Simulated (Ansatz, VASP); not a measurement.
## One calculation of Re, two programs

INCAR

```
PREC = Accurate
ENCUT = 600
EDIFF = 1E-6
ISMEAR = 0
SIGMA = 0.1
LREAL = F
LASPH = T
NELM = 60
ALGO = Fast
ISIF = 3
LWAVE = F
LCHARG = F
GGA = PE
IBRION = 2
NSW = 100
EDIFFG = -0.005
```

KPOINTS

```
Automatic mesh
0
Gamma
  18 18 6
```

Contents of POSCAR:

```
Re
1.0
    2.7663873939      0.0000000000      0.0000000000
   -1.3831936969      2.3957617598      0.0000000000
    0.0000000000      0.0000000000      8.9388451600
Re
4
Direct
    0.0000000000      0.0000000000      0.0000000000
    0.3333333300      0.6666666700      0.2500000000
    0.0000000000      0.0000000000      0.5000000000
    0.6666666700      0.3333333300      0.7500000000
```

Input for Ansatz:

```yaml
crystal:
  lattice:
    - [2.7663873939, 0.0, 0.0]
    - [-1.3831936969, 2.3957617598, 0.0]
    - [0.0, 0.0, 8.93884516]
  atoms:
    - { symbol: Re, position: [0.0, 0.0, 0.0] }
    - { symbol: Re, position: [0.33333333, 0.66666667, 0.25] }
    - { symbol: Re, position: [0.0, 0.0, 0.5] }
    - { symbol: Re, position: [0.66666667, 0.33333333, 0.75] }
basis:
  ecutwfc: 420
kpoints:
  mp_grid: { grid: [18, 18, 6] }
hamiltonian:
  xc: pbe
scf:
  occupations: { method: gaussian, width: 0.1 }
output:
  forces: true
  stress: true
  eigenvalues: true
relax:
  adjacent_minimum: "off"
  f_tol: 0.005
  max_steps: 80
  cell: { stress_tol: 0.05 }
```

Alike in both runs: task relaxation of cell and atoms; functional PBE; k mesh 18 × 18 × 6; occupations gaussian, width 0.1 eV; no spin polarisation.

|  | VASP | Ansatz |
| --- | --- | --- |
| version | VASP 6.6.1 | Ansatz 0.2.0 |
| potentials or method | VASP PAW PBE potentials, release 64 (Re), cutoff 600 eV | scalar-relativistic, plane waves, PAW |
| valence electrons in the cell | 28 | 60 |

VASP gave:

* gap on the k mesh at the Fermi level, each at its own relaxed structure (eV): none
* relaxed volume (Å³/atom): 14.93
* relaxed cell length with the largest relative difference (Å): 8.946

Question: Which values does Ansatz return?

Answer: gap on the k mesh at the Fermi level, each at its own relaxed structure (eV): none; relaxed volume (Å³/atom): 14.94; relaxed cell length with the largest relative difference (Å): 8.951.

A gap of «none» marks a metal or a gap that the smearing closes. VASP's potentials hold 28 valence electrons a cell and Ansatz's 60, so a difference there can come from the potentials and not from the codes.

Neither program's run includes spin-orbit coupling. Noted on VASP's run: too few bands were computed for a metal, which touches its energy and stress.
